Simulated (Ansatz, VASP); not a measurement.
This is a calculation of TiC for Ansatz 0.2.0.

File input.yaml:

```yaml
crystal:
  lattice:
    - [0.0, 2.1657188437, 2.1657188437]
    - [2.1657188437, 0.0, 2.1657188437]
    - [2.1657188437, 2.1657188437, 0.0]
  atoms:
    - { symbol: Ti, position: [0.0, 0.0, 0.0] }
    - { symbol: C, position: [0.5, 0.5, 0.5] }
hamiltonian:
  xc: pbe
  pseudopotentials: { kind: paw }
  dispersion: d4
kpoints:
  mp_grid: { grid: [11, 11, 11] }
scf:
  occupations: { method: fermi_dirac, width: 0.05 }
output:
  forces: true
  stress: true
relax:
  f_tol: 0.01
  max_steps: 40
  cell: { stress_tol: 0.05 }
```

Potentials or basis: Ansatz PAW.

The run is started by

```bash
$ ansatz run input.yaml --threads 2 --pin off --max-ram 5632MiB --backend cpu --events-out ev --progress --plain --runs-dir out
```

Q: Translate it to VASP 6.6.1. Potentials there: VASP PAW PBE potentials, release 64 (Ti_sv, C).

A: As run (the cutoff follows the program's own potentials):

File INCAR:

```
PREC = Accurate ; ENCUT = 600
EDIFF = 1E-7 ; ISMEAR = -1
SIGMA = 0.05 ; LREAL = False
LASPH = True ; NELM = 80
ALGO = Normal ; ISIF = 3
LWAVE = False ; LCHARG = False
GGA = PE ; IVDW = 13
IBRION = 2 ; NSW = 60
EDIFFG = -0.01
```

Contents of KPOINTS:

```
regular mesh
0
Gamma
  11 11 11
```

POSCAR

```
TiC
1.0
    0.0000000000      2.1657188437      2.1657188437
    2.1657188437      0.0000000000      2.1657188437
    2.1657188437      2.1657188437      0.0000000000
Ti C
1 1
Direct
    0.0000000000      0.0000000000      0.0000000000
    0.5000000000      0.5000000000      0.5000000000
```

Potentials or basis: VASP PAW PBE potentials, release 64 (Ti_sv, C).

Run with:

```console
$ cat potpaw_PBE.64/Ti_sv/POTCAR potpaw_PBE.64/C/POTCAR > POTCAR
$ mpirun -np 1 vasp_std > vasp.out
```

Both were run:

|  | VASP | Ansatz | Ansatz less VASP |
| --- | --- | --- | --- |
| relaxed volume (Å³/atom) | 9.98 | 9.98 | -0.004 |
| relaxed cell length with the largest relative difference (Å) | 3.045 | 3.044 | -0.0004 |

Noted on Ansatz's run: the plane-wave basis is chosen anew once the cell has moved, so the energies of steps on either side of that aren't comparable.
